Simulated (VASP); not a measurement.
# SiC (P6_3mc) in VASP: notebook

Runs on SiC. Level: LDA. Tasks: single point.

Program: VASP 6.6.1. These are calculated values, not measurements. Logs are shortened: lines on timing, memory, paths and dates and some standing lists are left out, and cuts for length are marked.

## (1) The cell of the first run

The structure is hexagonal, space group P6_3mc (No. 186). The conventional cell has a = 2.972 Å, b = 2.972 Å, c = 4.879 Å, α = 90.00°, β = 90.00°, γ = 120.00°. Si (site symmetry 3m) has 4 C at 1.82 to 1.83 Å within 2.4 Å. C (site symmetry 3m) has 4 Si at 1.82 to 1.83 Å within 2.4 Å.

## (2) Single point, LDA (volume 9.332 Å^3 an atom, c/a of the conventional cell 1.6413)

The input, INCAR:

```
SYSTEM = SiC
ALGO = Normal
EDIFF = 1E-6
ENCUT = 520
GGA = CA
ISIF = 2
ISMEAR = 0
LASPH = .True.
LCHARG = .False.
LREAL = .False.
LWAVE = .False.
NBANDS = 16
NELM = 80
PREC = Accurate
SIGMA = 0.05
```

The input, KPOINTS:

```
k-points
0
Gamma
  12 12 6
  0 0 0
```

The input, POSCAR:

```
SiC
1.0
    2.9723772105      0.0000000000      0.0000000000
   -1.4861886053      2.5741541739      0.0000000000
    0.0000000000      0.0000000000      4.8786115994
Si C
2 2
Direct
    0.3333333333      0.6666666667      0.0046820197
    0.6666666667      0.3333333333      0.5046820197
    0.3333333333      0.6666666667      0.3803179803
    0.6666666667      0.3333333333      0.8803179803
```

Potentials or basis: VASP PAW LDA potentials, release 64 (Si, C).

Launch:

```console
$ cat potpaw_LDA.64/Si/POTCAR potpaw_LDA.64/C/POTCAR > POTCAR
$ mpirun -np 1 vasp_std > vasp.out
```

OUTCAR:

```text
SYSTEM = SiC
   EDIFF = 1E-6
   ENCUT = 520
   GGA = CA
   ISIF = 2
   ISMEAR = 0
   LASPH = .True.
   LREAL = .False.
   NELM = 80
   PREC = Accurate

 ion  position               nearest neighbor table
   1  0.333  0.667  0.005-   4 1.82   4 1.82   4 1.82   3 1.83   2 2.98   2 2.98   2 2.98   2 2.98
                             2 2.98   2 2.98
   2  0.667  0.333  0.505-   3 1.82   3 1.82   3 1.82   4 1.83   1 2.98   1 2.98   1 2.98   1 2.98
                             1 2.98   1 2.98
   3  0.333  0.667  0.380-   2 1.82   2 1.82   2 1.82   1 1.83
   4  0.667  0.333  0.880-   1 1.82   1 1.82   1 1.82   2 1.83

  LATTYP: Found a hexagonal cell.
 ALAT       =     2.9723772105
 C/A-ratio  =     1.6413164460

  Lattice vectors:

 A1 = (   2.9723772105,   0.0000000000,   0.0000000000)
 A2 = (  -1.4861886053,   2.5741541739,   0.0000000000)
 A3 = (   0.0000000000,   0.0000000000,   4.8786115994)

Analysis of symmetry for initial positions (statically):
=====================================================================
 Subroutine PRICEL returns:
 Original cell was already a primitive cell.

 Routine SETGRP: Setting up the symmetry group for a
 hexagonal supercell.

 Subroutine GETGRP returns: Found 12 space group operations
 (whereof  6 operations were pure point group operations)
 out of a pool of 24 trial point group operations.

The static configuration has the point symmetry C_3v.
 The point group associated with its full space group is C_6v.

Analysis of symmetry for dynamics (positions and initial velocities):
=====================================================================
 Subroutine PRICEL returns:
 Original cell was already a primitive cell.

 Routine SETGRP: Setting up the symmetry group for a
 hexagonal supercell.

 Subroutine GETGRP returns: Found 12 space group operations
 (whereof  6 operations were pure point group operations)
 out of a pool of 24 trial point group operations.

The dynamic configuration has the point symmetry C_3v.
 The point group associated with its full space group is C_6v.

 Subroutine INISYM returns: Found 12 space group operations
 (whereof  6 operations are pure point group operations),
 and found     1 'primitive' translations

----------------------------------------------------------------------------------------

                                     Primitive cell

  volume of cell :      37.3280

  direct lattice vectors                    reciprocal lattice vectors
     2.972377210  0.000000000  0.000000000     0.336431055  0.194238560  0.000000000
    -1.486188605  2.574154174  0.000000000     0.000000000  0.388477120  0.000000000
     0.000000000  0.000000000  4.878611599     0.000000000  0.000000000  0.204976350

  length of vectors
     2.972377210  2.972377211  4.878611599     0.388477120  0.388477120  0.204976350

  position of ions in fractional coordinates (direct lattice)
     0.333333333  0.666666667  0.004682020
     0.666666667  0.333333333  0.504682020
     0.333333333  0.666666667  0.380317980
     0.666666667  0.333333333  0.880317980

  ion indices of the primitive-cell ions
   primitive index   ion index
                 1           1
                 2           2
                 3           3
                 4           4

----------------------------------------------------------------------------------------

 KPOINTS: k-points

Automatic generation of k-mesh.
 Grid dimensions read from file:
 generate k-points for:   12   12    6

 Generating k-lattice:

  Cartesian coordinates                     Fractional coordinates (reciprocal lattice)
     0.028035921  0.016186547  0.000000000     0.083333333  0.000000000  0.000000000
     0.000000000  0.032373093  0.000000000     0.000000000  0.083333333  0.000000000
     0.000000000  0.000000000  0.034162725     0.000000000  0.000000000  0.166666667

  Length of vectors
     0.032373093  0.032373093  0.034162725

  Shift w.r.t. Gamma in fractional coordinates (k-lattice)
     0.000000000  0.000000000  0.000000000

 Subroutine IBZKPT returns following result:
 ===========================================

 Found     76 irreducible k-points:

 Following reciprocal coordinates:
            Coordinates               Weight
  0.000000  0.000000  0.000000      1.000000
  0.083333  0.000000  0.000000      6.000000
  0.166667  0.000000  0.000000      6.000000
  0.250000  0.000000  0.000000      6.000000
  0.333333  0.000000  0.000000      6.000000
  0.416667  0.000000  0.000000      6.000000
[... 16 lines left out ...]
  0.250000  0.000000  0.166667     12.000000
  0.333333  0.000000  0.166667     12.000000
 [... further k-points ...]
   k-points           NKPTS =     76   k-points in BZ     NKDIM =     76   number of bands    NBANDS=     16
   number of dos      NEDOS =    301   number of ions     NIONS =      4
   total plane-waves  NPLWV =  20736
   dimension x,y,z NGX =    24 NGY =   24 NGZ =   36
   dimension x,y,z NGXF=    48 NGYF=   48 NGZF=   72
   ions per type =               2   2
   NGX,Y,Z   is equivalent  to a cutoff of  13.42, 13.42, 12.27 a.u.
   NGXF,Y,Z  is equivalent  to a cutoff of  26.85, 26.85, 24.54 a.u.
 SYSTEM =  SiC
   PREC   = accura    normal or accurate (medium, high low for compatibility)
   ISTART =      0    job   : 0-new  1-cont  2-samecut
   ICHARG =      2    charge: 1-file 2-atom 10-const
   ISPIN  =      1    spin polarized calculation?
   LNONCOLLINEAR =      F non collinear calculations
   LSORBIT =      F    spin-orbit coupling
   LASPH  =      T    aspherical Exc in radial PAW
   ENCUT  =  520.0 eV  38.22 Ry    6.18 a.u.   5.53  5.53  9.07*2*pi/ulx,y,z
   NELM   =     80;   NELMIN=  2; NELMDL= -5     # of ELM steps
   EDIFF  = 0.1E-05   stopping-criterion for ELM
   LREAL  =      F    real-space projection
   EDIFFG = 0.1E-04   stopping-criterion for IOM
   NSW    =      0    number of steps for IOM
   IBRION =     -1    ionic relax: 0-MD 1-quasi-New 2-CG
   NFREE  =      0    steps in history (QN), initial steepest desc. (CG)
   ISIF   =      2    stress and relaxation
   ISYM   =      2    0-nonsym 1-usesym 2-fastsym
   POTIM  = 0.5000    time-step for ionic-motion
   TEBEG  =    0.0;   TEEND  =   0.0 temperature during run
   PSTRESS=    0.0 pullay stress
   NELECT =      16.0000    total number of electrons
   NUPDOWN=      -1.0000    fix difference up-down
   EMIN   =  10.00;   EMAX   =-10.00  energy-range for DOS
   EFERMI =   0.00;   METHOD = LEGACY
   ISMEAR =     0;   SIGMA  =   0.05  broadening in eV -4-tet -1-fermi 0-gaus
   EFERMI_NEDOS =   21; number of points for ismear=-14 and -15
   IALGO  =     38    algorithm
   IMIX   =      4    mixing-type and parameters
     AMIX     =   0.40;   BMIX     =  1.00
     AMIX_MAG =   1.60;   BMIX_MAG =  1.00
  volume/ion in A,a.u.               =       9.33        62.98
  Fermi-wavevector in a.u.,A,eV,Ry     =   1.234345  2.332574 20.729942  1.523608
  Thomas-Fermi vector in A             =   2.369039
   LORBIT       =      0    0 simple, 1 ext, 2 COOP (PROOUT), +10 PAW based schemes
   GGA     = CA    functional components
   LHFCALC =     F    Hartree Fock is set to
   AEXX    =    0.0000 exact exchange contribution
   IVDW    =     0    specifies the selected vdW correction
   LEPSILON=     F    determine dielectric tensor
   LRPA    =     F    only Hartree local field effects (RPA)
 non-spin polarized calculation
 Gauss-broadening in eV      SIGMA  =   0.05
  energy-cutoff  :      520.00
  volume of cell :       37.33
 maximum number of plane-waves:      1038
 NGX is ok and might be reduce to    24
   NGX = 11   NGY = 11   NGZ = 19

 number of electron      15.9999999 magnetization

 Free energy of the ion-electron system (eV)
  ---------------------------------------------------
  ext. energy  EPLUGINS =         0.00000000
  ---------------------------------------------------
  free energy    TOTEN  =       -33.05130402 eV

  energy without entropy =      -33.05130402  energy(sigma->0) =      -33.05130402

 E-fermi :   9.6642     XC(G=0): -11.9934

 val. band max:        9.4392380155   @ k =   0.0000   0.0000   0.0000
 cond. band min:      11.3937703840   @ k =   0.3333   0.3333   0.0000
 fundamental gap:      1.9545323685
 Fermi energy:         9.6641991388

 k-point     1 :       0.0000    0.0000    0.0000
  band No.  band energies     occupation
      1      -6.8821      2.00000
      2      -2.8637      2.00000
      3       0.1059      2.00000
      4       8.0790      2.00000
      5       8.0790      2.00000
      6       9.3137      2.00000
[... 8 lines left out ...]
     15      19.0252      0.00000
     16      21.2152      0.00000

 k-point     2 :       0.0833    0.0000    0.0000
  band No.  band energies     occupation
      1      -6.7511      2.00000
      2      -2.7518      2.00000
      3       0.2303      2.00000
      4       7.3709      2.00000
      5       7.8448      2.00000
      6       8.9937      2.00000
[... 8 lines left out ...]
     15      19.3220      0.00000
     16      20.1765      0.00000

 k-point     3 :       0.1667    0.0000    0.0000
  band No.  band energies     occupation
      1      -6.3611      2.00000
      2      -2.4245      2.00000
      3       0.5970      2.00000
      4       5.7934      2.00000
      5       7.3230      2.00000
      6       7.8890      2.00000
[... 8 lines left out ...]
     15      19.5939      0.00000
     16      19.8162      0.00000

 k-point     4 :       0.2500    0.0000    0.0000
  band No.  band energies     occupation
      1      -5.7223      2.00000
      2      -1.9179      2.00000
      3       1.1752      2.00000
      4       4.0165      2.00000
      5       6.4721      2.00000
      6       6.7629      2.00000
[... 8 lines left out ...]
     15      20.1179      0.00000
     16      20.7175      0.00000
[... 324 lines left out ...]
 k-point    22 :       0.1667    0.0000    0.1667
  band No.  band energies     occupation
      1      -6.2152      2.00000
      2      -3.0618      2.00000
      3       1.4449      2.00000
      4       5.9192      2.00000
      5       7.4197      2.00000
      6       7.4991      2.00000
[... 8 lines left out ...]
     15      19.7587      0.00000
     16      20.2970      0.00000

 k-point    23 :       0.2500    0.0000    0.1667
  band No.  band energies     occupation
      1      -5.5785      2.00000
      2      -2.5100      2.00000
      3       1.9030      2.00000
      4       4.2197      2.00000
      5       6.0556      2.00000
      6       6.8675      2.00000
[... 8 lines left out ...]
     15      20.7584      0.00000
     16      20.9882      0.00000

 k-point    24 :       0.3333    0.0000    0.1667
  band No.  band energies     occupation
      1      -4.7200      2.00000
      2      -1.8424      2.00000
      3       1.8106      2.00000
      4       3.3555      2.00000
      5       4.5317      2.00000
      6       6.4117      2.00000
[... 8 lines left out ...]
     15      21.6383      0.00000
     16      22.2189      0.00000

 [... further k-points ...]
[... 5 lines left out ...]
  --------------------------------------------------------------------------------------
  -------------------------------------------------------------------------------------
  Total        5.3994680      5.3994680      5.2946546     -0.0000000      0.0000000      0.0000000
  in kB      231.7537846    231.7537846    227.2550243     -0.0000000      0.0000000      0.0000000
  external PRESSURE =     230.2541979 kB  Pullay stress =       0.0000000 kB

 VOLUME and BASIS-vectors are now :
 -----------------------------------------------------------------------------
  energy-cutoff  :      520.00
  volume of cell :       37.33
      direct lattice vectors                 reciprocal lattice vectors
     2.972377210  0.000000000  0.000000000     0.336431055  0.194238560  0.000000000
    -1.486188605  2.574154174  0.000000000     0.000000000  0.388477120  0.000000000
     0.000000000  0.000000000  4.878611599     0.000000000  0.000000000  0.204976350

 POSITION                                       TOTAL-FORCE (eV/Angst)
 -----------------------------------------------------------------------------------
     -0.00000      1.71610      0.02284        -0.000000     -0.000000     -0.001319
      1.48619      0.85805      2.46215         0.000000      0.000000     -0.001319
     -0.00000      1.71610      1.85542        -0.000000      0.000000      0.001319
      1.48619      0.85805      4.29473         0.000000     -0.000000      0.001319
 -----------------------------------------------------------------------------------
    total drift:                               -0.000000      0.000000     -0.000179

  FREE ENERGIE OF THE ION-ELECTRON SYSTEM (eV)
  ---------------------------------------------------
  free  energy   TOTEN  =       -33.0513040213 eV

  energy  without entropy=      -33.0513040213  energy(sigma->0) =      -33.05130402
```

Wall time 84 s (1 thread of AMD EPYC 7R13, shared host); peak memory 0.13 GiB.

What came out:

| Quantity | Value |
| --- | --- |
| Free energy | -33.0513 eV |
| Pressure | 23.0 GPa |
| Band gap on the k mesh | 1.95 eV, indirect (least direct gap 4.08 eV) |

[end of part 1 of 2]
